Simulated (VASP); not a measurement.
# SnH (P6_3mc) in VASP: a series of runs

Runs on SnH. Level: PBE. Tasks: relaxation of cell and atoms, single point.

Everything below comes from runs of VASP 6.6.1. Logs are shortened: lines on timing, memory, paths and dates and some standing lists are left out, and cuts for length are marked.

### 1 The cell of the first run

Symmetry: P6_3mc, No. 186, hexagonal system. The conventional cell has a = 4.600 Å, b = 4.600 Å, c = 10.000 Å, α = 90.00°, β = 90.00°, γ = 120.00°. Within 2.3 Å of Sn (site symmetry 3m) lie 1 H at 1.73 Å. Within 2.3 Å of Sn (site symmetry 3m) lie 1 H at 1.73 Å. H (site symmetry 3m) has 1 Sn at 1.73 Å within 2.3 Å. H (site symmetry 3m) has 1 Sn at 1.73 Å within 2.3 Å.

### 2 Relaxation of cell and atoms, PBE

INCAR

```
PREC     = Accurate       # precision mode
ENCUT    = 600            # plane-wave cutoff, eV
EDIFF    = 1E-7           # SCF threshold, eV
ISMEAR   = 0              # smearing method
SIGMA    = 0.2            # smearing width, eV
LREAL    = F              # projectors in reciprocal space
LASPH    = T              # aspherical terms in the spheres
NELM     = 80             # most SCF steps
ALGO     = Normal         # electronic algorithm
ISIF     = 3              # what is computed and relaxed
LWAVE    = F              # write WAVECAR
LCHARG   = F              # write CHGCAR
GGA      = PE             # functional
IBRION   = 2              # ionic algorithm
NSW      = 36             # ionic steps
EDIFFG   = -0.08          # ionic threshold
```

KPOINTS

```
Automatic mesh
0
Gamma
  4 4 2
```

POSCAR

```
SnH
1.0
    4.6000000000      0.0000000000      0.0000000000
   -2.3000000000      3.9837168600      0.0000000000
    0.0000000000      0.0000000000     10.0000000000
Sn H
4 4
Direct
    0.0000000000      0.0000000000      0.4510000000
    0.3333333300      0.6666666700      0.0490000000
    0.6666666700      0.3333333300      0.5490000000
    0.0000000000      0.0000000000      0.9510000000
    0.0000000000      0.0000000000      0.2780000000
    0.3333333300      0.6666666700      0.2220000000
    0.6666666700      0.3333333300      0.7220000000
    0.0000000000      0.0000000000      0.7780000000
```

Potentials or basis: VASP PAW PBE potentials, release 64 (Sn_d, H).

Launch:

```console
$ cat potpaw_PBE.64/Sn_d/POTCAR potpaw_PBE.64/H/POTCAR > POTCAR
$ mpirun -np 1 vasp_std > vasp.out
```

OUTCAR:

```text
PREC = Accurate
   ENCUT = 600
   EDIFF = 1E-7
   ISMEAR = 0
   LREAL = F
   LASPH = T
   NELM = 80
   ISIF = 3
   GGA = PE
   IBRION = 2
   NSW = 36
   EDIFFG = -0.08

 ion  position               nearest neighbor table
   1  0.000  0.000  0.451-   5 1.73   3 2.83   3 2.83   3 2.83
   2  0.333  0.667  0.049-   6 1.73   4 2.83   4 2.83   4 2.83
   3  0.667  0.333  0.549-   7 1.73   1 2.83   1 2.83   1 2.83
   4  0.000  0.000  0.951-   8 1.73   2 2.83   2 2.83   2 2.83
   5  0.000  0.000  0.278-   1 1.73
   6  0.333  0.667  0.222-   2 1.73
   7  0.667  0.333  0.722-   3 1.73
   8  0.000  0.000  0.778-   4 1.73

  LATTYP: Found a hexagonal cell.
 ALAT       =     4.6000000000
 C/A-ratio  =     2.1739130435

  Lattice vectors:

 A1 = (   4.6000000000,   0.0000000000,   0.0000000000)
 A2 = (  -2.3000000000,   3.9837168600,   0.0000000000)
 A3 = (   0.0000000000,   0.0000000000,  10.0000000000)

Analysis of symmetry for initial positions (statically):
=====================================================================
 Subroutine PRICEL returns:
 Original cell was already a primitive cell.

 Routine SETGRP: Setting up the symmetry group for a
 hexagonal supercell.

 Subroutine GETGRP returns: Found 12 space group operations
 (whereof  6 operations were pure point group operations)
 out of a pool of 24 trial point group operations.

The static configuration has the point symmetry C_3v.
 The point group associated with its full space group is C_6v.

Analysis of symmetry for dynamics (positions and initial velocities):
=====================================================================
 Subroutine PRICEL returns:
 Original cell was already a primitive cell.

 Routine SETGRP: Setting up the symmetry group for a
 hexagonal supercell.

 Subroutine GETGRP returns: Found 12 space group operations
 (whereof  6 operations were pure point group operations)
 out of a pool of 24 trial point group operations.

The dynamic configuration has the point symmetry C_3v.
 The point group associated with its full space group is C_6v.

 Subroutine INISYM returns: Found 12 space group operations
 (whereof  6 operations are pure point group operations),
 and found     1 'primitive' translations

----------------------------------------------------------------------------------------

                                     Primitive cell

  volume of cell :     183.2510

  direct lattice vectors                    reciprocal lattice vectors
     4.600000000  0.000000000  0.000000000     0.217391304  0.125510928  0.000000000
    -2.300000000  3.983716860  0.000000000     0.000000000  0.251021856  0.000000000
     0.000000000  0.000000000 10.000000000     0.000000000  0.000000000  0.100000000

  length of vectors
     4.600000000  4.600000002 10.000000000     0.251021856  0.251021856  0.100000000

  position of ions in fractional coordinates (direct lattice)
     0.000000000  0.000000000  0.451000000
     0.333333330  0.666666670  0.049000000
     0.666666670  0.333333330  0.549000000
     0.000000000  0.000000000  0.951000000
     0.000000000  0.000000000  0.278000000
     0.333333330  0.666666670  0.222000000
     0.666666670  0.333333330  0.722000000
     0.000000000  0.000000000  0.778000000

  ion indices of the primitive-cell ions
   primitive index   ion index
                 1           1
                 2           2
                 3           3
                 4           4
                 5           5
                 6           6
                 7           7
                 8           8

----------------------------------------------------------------------------------------

 KPOINTS: Automatic mesh

Automatic generation of k-mesh.
 Grid dimensions read from file:
 generate k-points for:    4    4    2

 Generating k-lattice:

  Cartesian coordinates                     Fractional coordinates (reciprocal lattice)
     0.054347826  0.031377732  0.000000000     0.250000000  0.000000000  0.000000000
     0.000000000  0.062755464  0.000000000     0.000000000  0.250000000  0.000000000
     0.000000000  0.000000000  0.050000000     0.000000000  0.000000000  0.500000000

  Length of vectors
     0.062755464  0.062755464  0.050000000

  Shift w.r.t. Gamma in fractional coordinates (k-lattice)
     0.000000000  0.000000000  0.000000000

 Subroutine IBZKPT returns following result:
 ===========================================

 Found      8 irreducible k-points:

 Following reciprocal coordinates:
            Coordinates               Weight
  0.000000  0.000000  0.000000      1.000000
  0.250000  0.000000  0.000000      6.000000
  0.500000  0.000000  0.000000      3.000000
  0.250000  0.250000  0.000000      6.000000
  0.000000  0.000000  0.500000      1.000000
  0.250000  0.000000  0.500000      6.000000
  0.500000  0.000000  0.500000      3.000000
  0.250000  0.250000  0.500000      6.000000
   k-points           NKPTS =      8   k-points in BZ     NKDIM =      8   number of bands    NBANDS=     36
   number of dos      NEDOS =    301   number of ions     NIONS =      8
   total plane-waves  NPLWV = 128000
   dimension x,y,z NGX =    40 NGY =   40 NGZ =   80
   dimension x,y,z NGXF=    80 NGYF=   80 NGZF=  160
   ions per type =               4   4
   NGX,Y,Z   is equivalent  to a cutoff of  14.46, 14.46, 13.30 a.u.
   NGXF,Y,Z  is equivalent  to a cutoff of  28.91, 28.91, 26.60 a.u.
 SYSTEM =  unknown system
   PREC   = accura    normal or accurate (medium, high low for compatibility)
   ISTART =      0    job   : 0-new  1-cont  2-samecut
   ICHARG =      2    charge: 1-file 2-atom 10-const
   ISPIN  =      1    spin polarized calculation?
   LNONCOLLINEAR =      F non collinear calculations
   LSORBIT =      F    spin-orbit coupling
   LASPH  =      T    aspherical Exc in radial PAW
   ENCUT  =  600.0 eV  44.10 Ry    6.64 a.u.   9.19  9.19 19.97*2*pi/ulx,y,z
   NELM   =     80;   NELMIN=  2; NELMDL= -5     # of ELM steps
   EDIFF  = 0.1E-06   stopping-criterion for ELM
   LREAL  =      F    real-space projection
   EDIFFG = -.8E-01   stopping-criterion for IOM
   NSW    =     36    number of steps for IOM
   IBRION =      2    ionic relax: 0-MD 1-quasi-New 2-CG
   NFREE  =      1    steps in history (QN), initial steepest desc. (CG)
   ISIF   =      3    stress and relaxation
   ISYM   =      2    0-nonsym 1-usesym 2-fastsym
   POTIM  = 0.5000    time-step for ionic-motion
   TEBEG  =    0.0;   TEEND  =   0.0 temperature during run
   PSTRESS=    0.0 pullay stress
   NELECT =      60.0000    total number of electrons
   NUPDOWN=      -1.0000    fix difference up-down
   EMIN   =  10.00;   EMAX   =-10.00  energy-range for DOS
   EFERMI =   0.00;   METHOD = LEGACY
   ISMEAR =     0;   SIGMA  =   0.20  broadening in eV -4-tet -1-fermi 0-gaus
   EFERMI_NEDOS =   21; number of points for ismear=-14 and -15
   IALGO  =     38    algorithm
   IMIX   =      4    mixing-type and parameters
     AMIX     =   0.40;   BMIX     =  1.00
     AMIX_MAG =   1.60;   BMIX_MAG =  1.00
  volume/ion in A,a.u.               =      22.91       154.58
  Fermi-wavevector in a.u.,A,eV,Ry     =   1.128348  2.132269 17.322526  1.273170
  Thomas-Fermi vector in A             =   2.265038
   LORBIT       =      0    0 simple, 1 ext, 2 COOP (PROOUT), +10 PAW based schemes
   GGA     = PE    functional components
   LHFCALC =     F    Hartree Fock is set to
   AEXX    =    0.0000 exact exchange contribution
   IVDW    =     0    specifies the selected vdW correction
   LEPSILON=     F    determine dielectric tensor
   LRPA    =     F    only Hartree local field effects (RPA)
 conjugate gradient relaxation of ions
 non-spin polarized calculation
 Gauss-broadening in eV      SIGMA  =   0.20
  energy-cutoff  :      600.00
  volume of cell :      183.25
 maximum number of plane-waves:      6132
 NGX is ok and might be reduce to    40
   NGX = 19   NGY = 19   NGZ = 39

--------------------------------------- Ionic step        1  -------------------------------------------

 number of electron      59.9999999 magnetization

 Free energy of the ion-electron system (eV)
  ---------------------------------------------------
  ext. energy  EPLUGINS =         0.00000000
  ---------------------------------------------------
  free energy    TOTEN  =       -26.94113975 eV

  energy without entropy =      -26.93627641  energy(sigma->0) =      -26.93870808

------------------------ aborting loop because EDIFF is reached ----------------------------------------

  FORCE on cell =-STRESS in cart. coord.  units (eV):
  Direction    XX          YY          ZZ          XY          YZ          ZX
  --------------------------------------------------------------------------------------
  -------------------------------------------------------------------------------------
  Total        2.1450488      2.1450488     -0.6726436      0.0000000      0.0000000      0.0000000
  in kB       18.7543261     18.7543261     -5.8809742      0.0000000      0.0000000      0.0000000
  external PRESSURE =      10.5425594 kB  Pullay stress =       0.0000000 kB
[... 195 lines left out ...]
  energy  without entropy=      -27.0891652242  energy(sigma->0) =      -27.09680709

--------------------------------------- Ionic step        6  -------------------------------------------

 number of electron      60.0000010 magnetization

 Free energy of the ion-electron system (eV)
  ---------------------------------------------------
  ext. energy  EPLUGINS =         0.00000000
  ---------------------------------------------------
  free energy    TOTEN  =       -27.11200518 eV

  energy without entropy =      -27.09710956  energy(sigma->0) =      -27.10455737

 E-fermi :   2.5986     XC(G=0):  -7.7807

 val. band max:        2.4898274279   @ k =   0.0000   0.0000   0.0000
 cond. band min:       2.9336864647   @ k =   0.0000   0.0000   0.5000
 fundamental gap:      0.4438590368
 Fermi energy:         2.5985745870

 k-point     1 :       0.0000    0.0000    0.0000
  band No.  band energies     occupation
      1     -18.4952      2.00000
      2     -18.4952      2.00000
      3     -18.4950      2.00000
      4     -18.4950      2.00000
      5     -18.4051      2.00000
      6     -18.4051      2.00000
[... 336 lines left out ...]
  FREE ENERGIE OF THE ION-ELECTRON SYSTEM (eV)
  ---------------------------------------------------
  free  energy   TOTEN  =       -27.1120051784 eV

  energy  without entropy=      -27.0971095635  energy(sigma->0) =      -27.10455737

 reached required accuracy - stopping structural energy minimisation
```

It took 7 min on 1 thread of Intel Xeon Platinum 8488C (Sapphire Rapids), shared host; peak memory 0.38 GiB.

Results:

| Quantity | Value |
| --- | --- |
| Free energy | -27.1120 eV |
| Relaxed volume | 24.06 Å³/atom |
| Relaxed cell | a = 4.784 Å, b = 4.784 Å, c = 9.711 Å, α = 90.00°, β = 90.00°, γ = 120.00° |
| Space group after relaxing (to 0.05 Å) | P6_3mc (No. 186) |
| Energy gained by relaxing | 21.4 meV/atom |
| Ionic steps | 6 |
| Pressure after relaxing | -0.2 GPa |
| Largest force after relaxing | 0.044 eV/Å |
| Band gap on the k mesh | zero (filled and empty bands touch) |

Forces in eV/Å, atoms in the order of the input:
```
Sn   0.000  0.000  0.044
Sn   0.000  0.000 -0.043
Sn   0.000  0.000 -0.043
Sn   0.000  0.000  0.044
H    0.000  0.000  0.027
H    0.000  0.000 -0.028
H    0.000  0.000 -0.028
H    0.000  0.000  0.027
```

Step by step:
| step | energy change (eV) | largest force (eV/Å) | pressure (GPa) | volume (Å³) |
| --- | --- | --- | --- | --- |
| 1 | 0.0000 | 0.5086 | 1.05 | 183.25 |
| 2 | -0.0849 | 0.2581 | 0.27 | 187.26 |
| 3 | -0.1356 | 0.3984 | -1.00 | 194.97 |
| 4 | -0.1599 | 0.2081 | -0.42 | 194.52 |
| 5 | -0.1633 | 0.1125 | -0.57 | 194.64 |
| 6 | -0.1709 | 0.0438 | -0.21 | 192.49 |

Final structure:
```
CELL_PARAMETERS angstrom
4.78418 0.00000 0.00000
-2.39209 4.14322 0.00000
0.00000 0.00000 9.71103
ATOMIC_POSITIONS crystal
Sn 0.00000 0.00000 0.45955
Sn 0.33333 0.66667 0.04042
Sn 0.66667 0.33333 0.54042
Sn 0.00000 0.00000 0.95955
H 0.00000 0.00000 0.28005
H 0.33333 0.66667 0.21999
H 0.66667 0.33333 0.71999
H 0.00000 0.00000 0.78005
```

Caveat: the k points lie up to 0.38 Å⁻¹ apart in the final cell; spin-orbit coupling is left out, which moves the levels of the heavy elements; the relaxation stopped at a loose force limit of 0.08 eV/Å, so its end isn't a converged minimum.

### 3 Single point, PBE

This run uses another cell than the first one, of 27.50 Å³/atom, 1.200 times its volume.

INCAR

```
ALGO = Normal ; EDIFF = 1E-6
ENCUT = 520 ; GGA = PE
ISIF = 2 ; ISMEAR = 0
LASPH = True ; LCHARG = False
LREAL = False ; LWAVE = False
NBANDS = 40 ; NELM = 60
PREC = Accurate ; SIGMA = 0.1
```

KPOINTS

```
k-points
0
Gamma
  6 6 4
```

POSCAR

```
SnH
1.0
    4.7257833807      0.0000000000      0.0000000000
   -2.3628916904      4.0926484604      0.0000000000
    0.0000000000      0.0000000000     11.3734574760
Sn H
4 4
Direct
    0.0000000000      0.0000000000      0.4642944400
    0.3333333333      0.6666666667      0.0357190019
    0.6666666667      0.3333333333      0.5357190019
    0.0000000000      0.0000000000      0.9642944400
    0.0000000000      0.0000000000      0.3114812541
    0.3333333333      0.6666666667      0.1885053041
    0.6666666667      0.3333333333      0.6885053041
    0.0000000000      0.0000000000      0.8114812541
```

Potentials or basis: VASP PAW PBE potentials, release 64 (Sn_d, H).

Launch:

```console
$ cat potpaw_PBE.64/Sn_d/POTCAR potpaw_PBE.64/H/POTCAR > POTCAR
$ mpirun -np 1 vasp_std > vasp.out
```

Wall time 3.3 min (1 thread of Intel Xeon Platinum 8488C (Sapphire Rapids), shared host); peak memory 0.4 GiB.

It converged, with:

| Property | Result |
| --- | --- |
| Free energy | -27.2775 eV |
| Pressure | -0.1 GPa |
| Largest force | 0.017 eV/Å |
| Band gap on the k mesh | 0.18 eV, direct |

Forces on the atoms (eV/Å):
```
Sn   0.000  0.000 -0.017
Sn   0.000  0.000  0.017
Sn   0.000  0.000  0.017
Sn   0.000  0.000 -0.017
H    0.000  0.000  0.017
H    0.000  0.000 -0.017
H    0.000  0.000 -0.017
H    0.000  0.000  0.017
```

Levels at points of the mesh, in eV from the valence-band top:
```tsv
k point	band 28	band 29	band 30	band 31	band 32	band 33
(0.00, 0.00, 0.00)	-0.03	0.00	0.00	0.18	0.64	3.37
(0.50, 0.00, 0.00)	-2.28	-1.22	-1.16	1.41	1.66	3.05
(0.00, 0.00, 0.50)	-0.02	-0.02	-0.02	0.46	0.46	3.42
(0.50, 0.00, 0.50)	-2.41	-1.19	-1.19	1.59	1.59	3.51
```

Caveat: spin-orbit coupling is left out, which moves the levels of the heavy elements.
